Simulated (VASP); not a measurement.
# I (Fmmm) in VASP: relaxation of cell and atoms with r2SCAN

Aim: the relaxation of cell and atoms of I with r2SCAN.

All numbers are computed with VASP 6.6.1; they aren't measurements. Logs are shortened: lines on timing, memory, paths and dates and some standing lists are left out, and cuts for length are marked.

### Step 1. The cell of the first run

Symmetry: Fmmm, No. 69, orthorhombic system. The conventional cell has a = 3.539 Å, b = 4.746 Å, c = 6.017 Å, α = 90.00°, β = 90.00°, γ = 90.00°. I (site symmetry mmm) has 14 I at 2.96 to 3.83 Å within 3.9 Å.

### Step 2. Relaxation of cell and atoms, r2SCAN, target pressure 25.1 GPa, at which the enthalpy is minimised

The input, POSCAR:

```
I
1.0
    0.0000000000      2.3731670717      3.0083300589
    1.7695847003      0.0000000000      3.0083300589
    1.7695847003      2.3731670717      0.0000000000
I
1
Direct
    0.0000000000      0.0000000000      0.0000000000
```

The input, INCAR.step1:

```
SYSTEM = I
PREC     = Accurate       ! precision mode
ENCUT    = 600            ! plane-wave cutoff, eV
ISMEAR   = 0              ! smearing method
SIGMA    = 0.1            ! smearing width, eV
LREAL    = .False.        ! projectors in reciprocal space
LASPH    = .True.         ! aspherical terms in the spheres
NELM     = 100            ! most SCF steps
GGA      = PE             ! functional
ALGO     = Normal         ! electronic algorithm
EDIFF    = 1E-4           ! SCF threshold, eV
LWAVE    = .True.         ! write WAVECAR
LCHARG   = .False.        ! write CHGCAR
```

The input, INCAR.step2:

```
SYSTEM = I
PREC     = Accurate       ! precision mode
ENCUT    = 600            ! plane-wave cutoff, eV
EDIFF    = 1E-6           ! SCF threshold, eV
ISMEAR   = 0              ! smearing method
SIGMA    = 0.1            ! smearing width, eV
LREAL    = .False.        ! projectors in reciprocal space
LASPH    = .True.         ! aspherical terms in the spheres
NELM     = 100            ! most SCF steps
ALGO     = Normal         ! electronic algorithm
ISIF     = 3              ! what is computed and relaxed
LWAVE    = .False.        ! write WAVECAR
LCHARG   = .False.        ! write CHGCAR
METAGGA  = R2SCAN         ! meta-GGA
LMIXTAU  = .True.       
IBRION   = 2              ! ionic algorithm
NSW      = 80             ! ionic steps
EDIFFG   = -0.05          ! ionic threshold
PSTRESS  = 251.0        
ISTART   = 1
```

The input, KPOINTS:

```
regular mesh
0
Gamma
  8 8 8
  0 0 0
```

Potentials or basis: VASP PAW PBE potentials, release 64 (I).

Command:

```console
$ cat potpaw_PBE.64/I/POTCAR > POTCAR
$ cp INCAR.step1 INCAR
$ mpirun -np 1 vasp_std > vasp.out
$ cp INCAR.step2 INCAR
$ mpirun -np 1 vasp_std > vasp.out
```

OUTCAR:

```text
SYSTEM = I
   PREC = Accurate
   ENCUT = 600
   EDIFF = 1E-6
   ISMEAR = 0
   LREAL = .False.
   LASPH = .True.
   NELM = 100
   ISIF = 3
   METAGGA = R2SCAN
   IBRION = 2
   NSW = 80
   EDIFFG = -0.05
   PSTRESS = 251.0
   ISTART = 1

 ion  position               nearest neighbor table
   1  0.000  0.000  0.000-

  LATTYP: Found a face centered orthorhombic cell.
 ALAT       =     3.5391694006
 B/A-ratio  =     1.3410870196
 C/A-ratio  =     1.7000203824

  Lattice vectors:

 A1 = (   0.0000000000,   2.3731670717,   3.0083300589)
 A2 = (   1.7695847003,   0.0000000000,   3.0083300589)
 A3 = (   1.7695847003,   2.3731670717,   0.0000000000)

Analysis of symmetry for initial positions (statically):
=====================================================================
 Subroutine PRICEL returns:
 Original cell was already a primitive cell.

 Routine SETGRP: Setting up the symmetry group for a
 face centered orthorhombic supercell.

 Subroutine GETGRP returns: Found  8 space group operations
 (whereof  8 operations were pure point group operations)
 out of a pool of  8 trial point group operations.

The static configuration has the point symmetry D_2h.

Analysis of symmetry for dynamics (positions and initial velocities):
=====================================================================
 Subroutine PRICEL returns:
 Original cell was already a primitive cell.

 Routine SETGRP: Setting up the symmetry group for a
 face centered orthorhombic supercell.

 Subroutine GETGRP returns: Found  8 space group operations
 (whereof  8 operations were pure point group operations)
 out of a pool of  8 trial point group operations.

The dynamic configuration has the point symmetry D_2h.

 Subroutine INISYM returns: Found  8 space group operations
 (whereof  8 operations are pure point group operations),
 and found     1 'primitive' translations

----------------------------------------------------------------------------------------

                                     Primitive cell

  volume of cell :      25.2671

  direct lattice vectors                    reciprocal lattice vectors
     0.000000000  2.373167072  3.008330059    -0.282552172  0.210688917  0.166205167
     1.769584700  0.000000000  3.008330059     0.282552172 -0.210688917  0.166205167
     1.769584700  2.373167072  0.000000000     0.282552172  0.210688917 -0.166205167

  length of vectors
     3.831706107  3.490197667  2.960295925     0.389678979  0.389678979  0.389678979

  position of ions in fractional coordinates (direct lattice)
     0.000000000  0.000000000  0.000000000

  ion indices of the primitive-cell ions
   primitive index   ion index
                 1           1

----------------------------------------------------------------------------------------

 KPOINTS: regular mesh

Automatic generation of k-mesh.
 Grid dimensions read from file:
 generate k-points for:    8    8    8

 Generating k-lattice:

  Cartesian coordinates                     Fractional coordinates (reciprocal lattice)
    -0.035319021  0.026336115  0.020775646     0.125000000 -0.000000000 -0.000000000
     0.035319021 -0.026336115  0.020775646     0.000000000  0.125000000  0.000000000
     0.035319021  0.026336115 -0.020775646     0.000000000  0.000000000  0.125000000

  Length of vectors
     0.048709872  0.048709872  0.048709872

  Shift w.r.t. Gamma in fractional coordinates (k-lattice)
     0.000000000  0.000000000  0.000000000

 Subroutine IBZKPT returns following result:
 ===========================================

 Found     95 irreducible k-points:

 Following reciprocal coordinates:
            Coordinates               Weight
  0.000000  0.000000  0.000000      1.000000
  0.125000  0.000000  0.000000      8.000000
  0.250000  0.000000  0.000000      8.000000
  0.375000  0.000000  0.000000      8.000000
  0.500000  0.000000  0.000000      4.000000
  0.125000  0.125000  0.000000      2.000000
[... 16 lines left out ...]
  0.250000  0.000000  0.125000      8.000000
  0.375000  0.000000  0.125000      8.000000
 [... further k-points ...]
   k-points           NKPTS =     95   k-points in BZ     NKDIM =     95   number of bands    NBANDS=      7
   number of dos      NEDOS =    301   number of ions     NIONS =      1
   total plane-waves  NPLWV =  21504
   dimension x,y,z NGX =    32 NGY =   28 NGZ =   24
   dimension x,y,z NGXF=    64 NGYF=   56 NGZF=   48
   ions per type =               1
   NGX,Y,Z   is equivalent  to a cutoff of  13.88, 13.34, 13.48 a.u.
   NGXF,Y,Z  is equivalent  to a cutoff of  27.77, 26.67, 26.96 a.u.
 SYSTEM =  I
   PREC   = accura    normal or accurate (medium, high low for compatibility)
   ISTART =      1    job   : 0-new  1-cont  2-samecut
   ICHARG =      0    charge: 1-file 2-atom 10-const
   ISPIN  =      1    spin polarized calculation?
   LNONCOLLINEAR =      F non collinear calculations
   LSORBIT =      F    spin-orbit coupling
   LASPH  =      T    aspherical Exc in radial PAW
   ENCUT  =  600.0 eV  44.10 Ry    6.64 a.u.   7.65  6.97  5.91*2*pi/ulx,y,z
   NELM   =    100;   NELMIN=  2; NELMDL=  0     # of ELM steps
   EDIFF  = 0.1E-05   stopping-criterion for ELM
   LREAL  =      F    real-space projection
   EDIFFG = -.5E-01   stopping-criterion for IOM
   NSW    =     80    number of steps for IOM
   IBRION =      2    ionic relax: 0-MD 1-quasi-New 2-CG
   NFREE  =      1    steps in history (QN), initial steepest desc. (CG)
   ISIF   =      3    stress and relaxation
   ISYM   =      2    0-nonsym 1-usesym 2-fastsym
   POTIM  = 0.5000    time-step for ionic-motion
   TEBEG  =    0.0;   TEEND  =   0.0 temperature during run
   PSTRESS=  251.0 pullay stress
   NELECT =       7.0000    total number of electrons
   NUPDOWN=      -1.0000    fix difference up-down
   EMIN   =  10.00;   EMAX   =-10.00  energy-range for DOS
   EFERMI =   0.00;   METHOD = LEGACY
   ISMEAR =     0;   SIGMA  =   0.10  broadening in eV -4-tet -1-fermi 0-gaus
   EFERMI_NEDOS =   21; number of points for ismear=-14 and -15
   IALGO  =     38    algorithm
   IMIX   =      4    mixing-type and parameters
     AMIX     =   0.40;   BMIX     =  1.00
     AMIX_MAG =   1.60;   BMIX_MAG =  1.00
  volume/ion in A,a.u.               =      25.27       170.51
  Fermi-wavevector in a.u.,A,eV,Ry     =   1.067225  2.016762 15.496603  1.138968
  Thomas-Fermi vector in A             =   2.202834
   LORBIT       =      0    0 simple, 1 ext, 2 COOP (PROOUT), +10 PAW based schemes
   METAGGA = R2SCAN    functional components
   LHFCALC =     F    Hartree Fock is set to
   AEXX    =    0.0000 exact exchange contribution
   IVDW    =     0    specifies the selected vdW correction
   LEPSILON=     F    determine dielectric tensor
   LRPA    =     F    only Hartree local field effects (RPA)
 conjugate gradient relaxation of ions
 non-spin polarized calculation
 Gauss-broadening in eV      SIGMA  =   0.10
  energy-cutoff  :      600.00
  volume of cell :       25.27
 maximum number of plane-waves:       863
   NGX = 15   NGY = 13   NGZ = 11

--------------------------------------- Ionic step        1  -------------------------------------------

 number of electron       7.0000000 magnetization

 Free energy of the ion-electron system (eV)
  ---------------------------------------------------
  ext. energy  EPLUGINS =         0.00000000
  ---------------------------------------------------
  free energy    TOTEN  =       -23.66367663 eV

  energy without entropy =      -23.66096039  energy(sigma->0) =      -23.66231851

------------------------ aborting loop because EDIFF is reached ----------------------------------------

  FORCE on cell =-STRESS in cart. coord.  units (eV):
  Direction    XX          YY          ZZ          XY          YZ          ZX
  --------------------------------------------------------------------------------------
  -------------------------------------------------------------------------------------
  Total        4.1865836      3.9189070      3.7473980      0.0000000      0.0000000      0.0000000
  in kB      265.4698477    248.4965680    237.6212397      0.0000000      0.0000000      0.0000000
  external PRESSURE =      -0.4707815 kB  Pullay stress =     251.0000000 kB
[... 244 lines left out ...]
  enthalpy is  TOTEN    =       -19.7142926088 eV   P V=        3.9340570130

--------------------------------------- Ionic step        8  -------------------------------------------

 number of electron       7.0000000 magnetization

 Free energy of the ion-electron system (eV)
  ---------------------------------------------------
  ext. energy  EPLUGINS =         0.00000000
  ---------------------------------------------------
  free energy    TOTEN  =       -23.66531133 eV

  energy without entropy =      -23.66292949  energy(sigma->0) =      -23.66412041

 E-fermi :   9.6294     XC(G=0): -11.0961

 val. band max:        9.4635091305   @ k =  -0.1250   0.1250   0.1250
 cond. band min:       9.6457964489   @ k =  -0.2500   0.1250   0.1250
 fundamental gap:      0.1822873183
 Fermi energy:         9.6294352722

 k-point     1 :       0.0000    0.0000    0.0000
  band No.  band energies     occupation
      1      -7.7592      2.00000
      2       8.9435      2.00000
      3      11.4033      0.00000
      4      12.3867      0.00000
      5      16.4424      0.00000
      6      18.1851      0.00000
      7      21.1350      0.00000
[... 221 lines left out ...]
 k-point    24 :       0.3750    0.0000    0.1250
  band No.  band energies     occupation
      1      -5.3855      2.00000
      2       3.8356      2.00000
      3       8.0944      2.00000
      4      10.2787      0.00000
      5      15.0353      0.00000
      6      18.4075      0.00000
      7      20.7029      0.00000

 [... further k-points ...]
[... 5 lines left out ...]
  --------------------------------------------------------------------------------------
  -------------------------------------------------------------------------------------
  Total        3.9250730      3.9246290      3.9533668     -0.0000000      0.0000000      0.0000000
  in kB      249.3761235    249.3479175    251.1737494     -0.0000000      0.0000000      0.0000000
  external PRESSURE =      -1.0340699 kB  Pullay stress =     251.0000000 kB
[... 16 lines left out ...]
  FREE ENERGIE OF THE ION-ELECTRON SYSTEM (eV)
  ---------------------------------------------------
  free  energy   TOTEN  =       -23.6653113307 eV

  energy  without entropy=      -23.6629294929  energy(sigma->0) =      -23.66412041

  enthalpy is  TOTEN    =       -19.7146792293 eV   P V=        3.9506321014

 reached required accuracy - stopping structural energy minimisation
```

Wall time 6.3 min (1 thread of Intel Xeon Platinum 8259CL at 2.50GHz (Skylake/Cascade Lake), shared host); peak memory 0.18 GiB.

Results:

* Free energy: -23.6653 eV
* Relaxed volume: 25.22 Å³/atom
* Relaxed cell: a = 3.760 Å, b = 3.479 Å, c = 2.962 Å, α = 70.91°, β = 60.98°, γ = 48.11°
* Space group after relaxing (to 0.05 Å): Fmmm (No. 69)
* Energy change on relaxing (the enthalpy is what falls): -1.6 meV/atom
* Ionic steps: 8
* Pressure after relaxing: 25.0 GPa

Step by step:
| step | energy change (eV) | largest force (eV/Å) | pressure (GPa) | volume (Å³) |
| --- | --- | --- | --- | --- |
| 1 | 0.0000 | 0.0000 | 25.05 | 25.27 |
| 2 | 0.0007 | 0.0000 | 24.81 | 25.24 |
| 3 | 0.0100 | 0.0000 | 24.51 | 25.17 |
| 4 | 0.0042 | 0.0000 | 24.62 | 25.20 |
| 5 | 0.0167 | 0.0000 | 25.11 | 25.11 |
| 6 | 0.0313 | 0.0000 | 25.67 | 25.02 |
| 7 | 0.0153 | 0.0000 | 25.34 | 25.11 |
| 8 | -0.0016 | 0.0000 | 25.00 | 25.22 |

Final structure:
```
I
1.0
     0.00000    2.32434    2.95505
     1.83573    0.00000    2.95505
     1.83573    2.32434    0.00000
I
1
Cartesian
  0.0000 0.0000 0.0000
```

Levels at points of the mesh, in eV from the Fermi level:
| k point | band 1 | band 2 | band 3 | band 4 | band 5 | band 6 | band 7 |
| --- | --- | --- | --- | --- | --- | --- | --- |
| (0.00, 0.00, 0.00) | -17.39 | -0.69 | 1.77 | 2.76 | 6.81 | 8.56 | 11.51 |
| (0.50, 0.00, 0.00) | -14.00 | -8.25 | -2.34 | 1.97 | 4.35 | 8.10 | 14.28 |
| (0.50, 0.50, 0.00) | -15.61 | -7.82 | 0.18 | 1.64 | 6.61 | 7.47 | 16.51 |
| (0.50, 0.00, 0.50) | -12.31 | -7.93 | -3.50 | 0.11 | 3.88 | 6.38 | 11.94 |
| (0.00, 0.50, 0.50) | -11.24 | -6.31 | -5.10 | -3.06 | 2.51 | 3.11 | 15.34 |

Caveat: the cell is relaxed towards a set pressure, so the enthalpy falls and the energy may rise; the PAW data sets were made with another functional, which shifts forces and pressure a little; spin-orbit coupling is left out, which moves the levels of the heavy elements; an odd number of electrons without spin polarisation forces a metal; a magnetic or distorted state may lie lower.
